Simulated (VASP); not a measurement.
Tl, 1 atom in the cell. The structure is cubic, space group Im-3m (No. 229). The conventional cell has a = 3.805 Å, b = 3.805 Å, c = 3.805 Å, α = 90.00°, β = 90.00°, γ = 90.00°. Tl (site symmetry m-3m) has 14 Tl at 3.30 to 3.80 Å within 4.3 Å. This isn't the form of Tl at room conditions, which is hcp.

| Quantity | Value |
| --- | --- |
| Program | VASP 6.6.1 |
| Task | single point |
| Functional | SVWN5 |
| Potentials or basis | VASP PAW PBE potentials, release 64 (Tl_d) |
| Cutoff | 520 eV |
| k mesh | 10 × 10 × 10 |
| Occupations | methfessel-paxton, width 0.05 eV |
| Spin | no spin polarisation |
| Dipole correction | no |
| Further INCAR settings | ALGO = Normal; EDIFF = 1e-06; NBANDS = 12 |

Potentials or basis: VASP PAW PBE potentials, release 64 (Tl_d).

Run with:

```console
$ cat potpaw_PBE.64/Tl_d/POTCAR > POTCAR
$ mpirun -np 1 vasp_std > vasp.out
```

Hardware: 1 thread of Intel Xeon 8259CL (shared host).

Question: Estimate the wall time of this run.

Answer: Wall time 13 s on 1 thread of Intel Xeon 8259CL (shared host), peak memory 0.15 GiB. Counts: scf iterations 9, k points 47.
